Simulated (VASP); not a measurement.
# TaAl4 (Pm-3m) in VASP: relaxation of cell and atoms with PBE

Aim: the relaxation of cell and atoms of TaAl4 with PBE.

Program: VASP 6.6.1. These are calculated values, not measurements. Logs are shortened: lines on timing, memory, paths and dates and some standing lists are left out, and cuts for length are marked.

### 1 The cell of the first run

Symmetry: Pm-3m, No. 221, cubic system. The conventional cell has a = 5.055 Å, b = 5.055 Å, c = 5.055 Å, α = 90.00°, β = 90.00°, γ = 90.00°. Ta (site symmetry m-3m) has 6 Al at 2.53 Å within 3.3 Å. Al (site symmetry 4/mmm) has 2 Ta at 2.53 Å within 3.3 Å. Al (site symmetry m-3m) has 12 Al at 3.57 Å and 8 Ta at 4.38 Å within 4.7 Å.

The cell was generated, and may not be a known phase.

### 2 Relaxation of cell and atoms, PBE

INCAR reads:

```
PREC = Accurate
ENCUT = 600
EDIFF = 1E-6
ISMEAR = 0
SIGMA = 0.1
LREAL = F
LASPH = T
NELM = 80
ALGO = Normal
ISIF = 3
LWAVE = F
LCHARG = F
GGA = PE
IBRION = 2
NSW = 100
EDIFFG = -0.01
```

KPOINTS reads:

```
regular mesh
0
Gamma
  8 8 8
```

POSCAR reads:

```
TaAl4
1.0
    5.0546699396      0.0000000000      0.0000000000
    0.0000000000      5.0546699396      0.0000000000
    0.0000000000      0.0000000000      5.0546699396
Ta Al
1 4
Direct
    0.5000000000      0.5000000000      0.5000000000
    0.0000000000      0.5000000000      0.5000000000
    0.5000000000      0.0000000000      0.5000000000
    0.5000000000      0.5000000000      0.0000000000
    0.0000000000      0.0000000000      0.0000000000
```

Potentials or basis: VASP PAW PBE potentials, release 64 (Ta_pv, Al).

Started as:

```
cat potpaw_PBE.64/Ta_pv/POTCAR potpaw_PBE.64/Al/POTCAR > POTCAR
mpirun -np 1 vasp_std > vasp.out
```

OUTCAR:

```text
PREC = Accurate
   ENCUT = 600
   EDIFF = 1E-6
   ISMEAR = 0
   LREAL = F
   LASPH = T
   NELM = 80
   ISIF = 3
   GGA = PE
   IBRION = 2
   NSW = 100
   EDIFFG = -0.01

 ion  position               nearest neighbor table
   1  0.500  0.500  0.500-   2 2.53   3 2.53   4 2.53   4 2.53   3 2.53   2 2.53
   2  0.000  0.500  0.500-   1 2.53   1 2.53
   3  0.500  0.000  0.500-   1 2.53   1 2.53
   4  0.500  0.500  0.000-   1 2.53   1 2.53
   5  0.000  0.000  0.000-

  LATTYP: Found a simple cubic cell.
 ALAT       =     5.0546699396

  Lattice vectors:

 A1 = (   5.0546699396,   0.0000000000,   0.0000000000)
 A2 = (   0.0000000000,   5.0546699396,   0.0000000000)
 A3 = (   0.0000000000,   0.0000000000,   5.0546699396)

Analysis of symmetry for initial positions (statically):
=====================================================================
 Subroutine PRICEL returns:
 Original cell was already a primitive cell.

 Routine SETGRP: Setting up the symmetry group for a
 simple cubic supercell.

 Subroutine GETGRP returns: Found 48 space group operations
 (whereof 48 operations were pure point group operations)
 out of a pool of 48 trial point group operations.

The static configuration has the point symmetry O_h .

Analysis of symmetry for dynamics (positions and initial velocities):
=====================================================================
 Subroutine PRICEL returns:
 Original cell was already a primitive cell.

 Routine SETGRP: Setting up the symmetry group for a
 simple cubic supercell.

 Subroutine GETGRP returns: Found 48 space group operations
 (whereof 48 operations were pure point group operations)
 out of a pool of 48 trial point group operations.

The dynamic configuration has the point symmetry O_h .

 Subroutine INISYM returns: Found 48 space group operations
 (whereof 48 operations are pure point group operations),
 and found     1 'primitive' translations

----------------------------------------------------------------------------------------

                                     Primitive cell

  volume of cell :     129.1452

  direct lattice vectors                    reciprocal lattice vectors
     5.054669940  0.000000000  0.000000000     0.197836854  0.000000000  0.000000000
     0.000000000  5.054669940  0.000000000     0.000000000  0.197836854  0.000000000
     0.000000000  0.000000000  5.054669940     0.000000000  0.000000000  0.197836854

  length of vectors
     5.054669940  5.054669940  5.054669940     0.197836854  0.197836854  0.197836854

  position of ions in fractional coordinates (direct lattice)
     0.500000000  0.500000000  0.500000000
     0.000000000  0.500000000  0.500000000
     0.500000000  0.000000000  0.500000000
     0.500000000  0.500000000  0.000000000
     0.000000000  0.000000000  0.000000000

  ion indices of the primitive-cell ions
   primitive index   ion index
                 1           1
                 2           2
                 3           3
                 4           4
                 5           5

----------------------------------------------------------------------------------------

 KPOINTS: regular mesh

Automatic generation of k-mesh.
 Grid dimensions read from file:
 generate k-points for:    8    8    8

 Generating k-lattice:

  Cartesian coordinates                     Fractional coordinates (reciprocal lattice)
     0.024729607  0.000000000  0.000000000     0.125000000  0.000000000  0.000000000
[... 77 lines left out ...]
   IMIX   =      4    mixing-type and parameters
     AMIX     =   0.40;   BMIX     =  1.00
     AMIX_MAG =   1.60;   BMIX_MAG =  1.00
  volume/ion in A,a.u.               =      25.83       174.30
  Fermi-wavevector in a.u.,A,eV,Ry     =   0.921067  1.740565 11.542703  0.848365
  Thomas-Fermi vector in A             =   2.046443
   LORBIT       =      0    0 simple, 1 ext, 2 COOP (PROOUT), +10 PAW based schemes
   GGA     = PE    functional components
   LHFCALC =     F    Hartree Fock is set to
   AEXX    =    0.0000 exact exchange contribution
   IVDW    =     0    specifies the selected vdW correction
   LEPSILON=     F    determine dielectric tensor
   LRPA    =     F    only Hartree local field effects (RPA)
 conjugate gradient relaxation of ions
 non-spin polarized calculation
 Gauss-broadening in eV      SIGMA  =   0.10
  energy-cutoff  :      600.00
  volume of cell :      129.15
 maximum number of plane-waves:      4337
   NGX = 21   NGY = 21   NGZ = 21

--------------------------------------- Ionic step        1  -------------------------------------------

 number of electron      22.9999998 magnetization

 Free energy of the ion-electron system (eV)
  ---------------------------------------------------
  ext. energy  EPLUGINS =         0.00000000
  ---------------------------------------------------
  free energy    TOTEN  =       -21.90115112 eV

  energy without entropy =      -21.87040494  energy(sigma->0) =      -21.88577803

------------------------ aborting loop because EDIFF is reached ----------------------------------------

  FORCE on cell =-STRESS in cart. coord.  units (eV):
  Direction    XX          YY          ZZ          XY          YZ          ZX
  --------------------------------------------------------------------------------------
  -------------------------------------------------------------------------------------
  Total        0.4118844      0.4118844      0.4118844     -0.0000000     -0.0000000     -0.0000000
  in kB        5.1098420      5.1098420      5.1098420     -0.0000000     -0.0000000     -0.0000000
  external PRESSURE =       5.1098420 kB  Pullay stress =       0.0000000 kB

 VOLUME and BASIS-vectors are now :
 -----------------------------------------------------------------------------
  energy-cutoff  :      600.00
  volume of cell :      129.15
      direct lattice vectors                 reciprocal lattice vectors
     5.054669940  0.000000000  0.000000000     0.197836854  0.000000000  0.000000000
     0.000000000  5.054669940  0.000000000     0.000000000  0.197836854  0.000000000
     0.000000000  0.000000000  5.054669940     0.000000000  0.000000000  0.197836854

 POSITION                                       TOTAL-FORCE (eV/Angst)
 -----------------------------------------------------------------------------------
      2.52733      2.52733      2.52733         0.000000      0.000000      0.000000
      0.00000      2.52733      2.52733         0.000000      0.000000      0.000000
      2.52733      0.00000      2.52733         0.000000      0.000000      0.000000
      2.52733      2.52733      0.00000         0.000000      0.000000      0.000000
      0.00000      0.00000      0.00000         0.000000      0.000000      0.000000
 -----------------------------------------------------------------------------------
    total drift:                               -0.000000      0.000000     -0.000000

  FREE ENERGIE OF THE ION-ELECTRON SYSTEM (eV)
  ---------------------------------------------------
  free  energy   TOTEN  =       -21.9011511222 eV

  energy  without entropy=      -21.8704049422  energy(sigma->0) =      -21.88577803

--------------------------------------- Ionic step        2  -------------------------------------------

 number of electron      23.0000000 magnetization

 Free energy of the ion-electron system (eV)
  ---------------------------------------------------
  ext. energy  EPLUGINS =         0.00000000
  ---------------------------------------------------
  free energy    TOTEN  =       -21.90363310 eV

  energy without entropy =      -21.87163134  energy(sigma->0) =      -21.88763222

 E-fermi :   2.9941     XC(G=0):  -8.8253

 val. band max:        2.9712896590   @ k =   0.3750   0.2500   0.1250
 cond. band min:       3.0098040530   @ k =   0.3750   0.3750   0.2500
 fundamental gap:      0.0385143939
 Fermi energy:         2.9940900974

 k-point     1 :       0.0000    0.0000    0.0000
  band No.  band energies     occupation
      1     -30.2319      2.00000
      2     -30.2319      2.00000
      3     -30.2319      2.00000
      4      -4.3579      2.00000
      5      -0.3954      2.00000
      6      -0.3954      2.00000
      7       0.7689      2.00000
      8       1.9679      2.00000
      9       1.9679      2.00000
     10       1.9679      2.00000
     11       3.5356      0.00000
     12       3.5356      0.00000
     13       3.5356      0.00000
     14       6.4446      0.00000
[... 401 lines left out ...]
      2     -30.2357      2.00000
      3     -30.2326      2.00000
      4      -2.3702      2.00000
      5      -1.6234      2.00000
      6      -0.7143      2.00000
      7      -0.4246      2.00000
      8       1.3062      2.00000
      9       1.9234      2.00000
     10       2.2119      2.00000
     11       2.5410      2.00000
     12       2.7317      1.99979
     13       3.8217      0.00000
     14       4.7895      0.00000
     15       5.0315      0.00000

 [... further k-points ...]

------------------------ aborting loop because EDIFF is reached ----------------------------------------

  FORCE on cell =-STRESS in cart. coord.  units (eV):
  Direction    XX          YY          ZZ          XY          YZ          ZX
  --------------------------------------------------------------------------------------
  -------------------------------------------------------------------------------------
  Total        0.0087369      0.0087369      0.0087369      0.0000000      0.0000000      0.0000000
  in kB        0.1071075      0.1071075      0.1071075      0.0000000      0.0000000      0.0000000
  external PRESSURE =       0.1071075 kB  Pullay stress =       0.0000000 kB

 VOLUME and BASIS-vectors are now :
 -----------------------------------------------------------------------------
  energy-cutoff  :      600.00
  volume of cell :      130.69
      direct lattice vectors                 reciprocal lattice vectors
     5.074757597 -0.000000000 -0.000000000     0.197053747  0.000000000  0.000000000
    -0.000000000  5.074757597  0.000000000     0.000000000  0.197053747  0.000000000
    -0.000000000 -0.000000000  5.074757597     0.000000000 -0.000000000  0.197053747

 POSITION                                       TOTAL-FORCE (eV/Angst)
 -----------------------------------------------------------------------------------
      2.53738      2.53738      2.53738        -0.000000      0.000000      0.000000
     -0.00000      2.53738      2.53738         0.000000     -0.000000      0.000000
      2.53738     -0.00000      2.53738        -0.000000     -0.000000      0.000000
      2.53738      2.53738     -0.00000        -0.000000     -0.000000      0.000000
      0.00000      0.00000      0.00000        -0.000000     -0.000000      0.000000
 -----------------------------------------------------------------------------------
    total drift:                               -0.000000     -0.000000     -0.000000

  FREE ENERGIE OF THE ION-ELECTRON SYSTEM (eV)
  ---------------------------------------------------
  free  energy   TOTEN  =       -21.9036331018 eV

  energy  without entropy=      -21.8716313416  energy(sigma->0) =      -21.88763222

 reached required accuracy - stopping structural energy minimisation
```

It took 2.5 min on 1 thread of Intel Xeon 8259CL, shared host; peak memory 0.31 GiB.

Results:

```yaml
Free_energy: -21.9036 eV
Relaxed_volume: 26.14 Å³/atom
Relaxed_cell: a = 5.075 Å, b = 5.075 Å, c = 5.075 Å, α = 90.00°, β = 90.00°, γ = 90.00°
Space_group_after_relaxing_to_0.1_Å: Pm-3m (No. 221)
Energy_gained_by_relaxing: 0.5 meV/atom
Ionic_steps: 2
Pressure_after_relaxing: 0.0 GPa
Band_gap_on_the_k_mesh: zero (an odd number of electrons rules out a gap without spin polarisation)
```

Step by step:
```
step  energy change (eV)  largest force (eV/Å)  pressure (GPa)  volume (Å³)
   1              0.0000                0.0000            0.51       129.15
   2             -0.0025                0.0000            0.01       130.69
```

Final structure:
```xyz
5
Lattice="5.0748 0.0000 0.0000 0.0000 5.0748 0.0000 0.0000 0.0000 5.0748" Properties=species:S:1:pos:R:3 pbc="T T T"
Ta    2.5374    2.5374    2.5374
Al    0.0000    2.5374    2.5374
Al    2.5374    0.0000    2.5374
Al    2.5374    2.5374    0.0000
Al    0.0000    0.0000    0.0000
```

Caveat: spin-orbit coupling is left out, which moves the levels of the heavy elements.

The gap in the log of VASP goes by the Fermi energy; the results here count the filled bands.